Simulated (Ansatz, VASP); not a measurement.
**Ta4O in VASP and in Ansatz**

```
CELL_PARAMETERS angstrom
4.29140 0.00000 0.00000
0.00000 4.29140 0.00000
0.00000 0.00000 4.29140
ATOMIC_POSITIONS crystal
Ta 0.50000 0.00000 0.00000
Ta 0.00000 0.50000 0.00000
Ta 0.00000 0.00000 0.50000
Ta 0.50000 0.50000 0.50000
O 0.00000 0.00000 0.00000
```

Change from the starting cell: species swapped into the Co4N type (Pm-3m, No. 221).

Alike in both runs: task relaxation of cell and atoms; functional PBE; k mesh 10 × 10 × 10; occupations gaussian, width 0.1 eV; no spin polarisation.

|  | VASP | Ansatz |
| --- | --- | --- |
| version | VASP 6.6.1 | Ansatz 0.2.0 |
| potentials or method | VASP PAW PBE potentials, release 64 (Ta_pv, O), cutoff 600 eV | scalar-relativistic, plane waves, PAW |
| valence electrons in the cell | 50 | 58 |

```csv
,VASP,Ansatz,Ansatz less VASP
"gap on the k mesh at the Fermi level, each at its own relaxed structure (eV)",none,none,-
relaxed volume (Å³/atom),15.85,15.84,-0.012
relaxed length of the cell vector where the two differ most in proportion (Å),4.296,4.295,-0.0011
```

A gap of «none» marks a metal or a gap that the smearing closes. VASP's potentials hold 50 valence electrons a cell and Ansatz's 58, so a difference there can come from the potentials and not from the codes.

Neither program's run includes spin-orbit coupling.
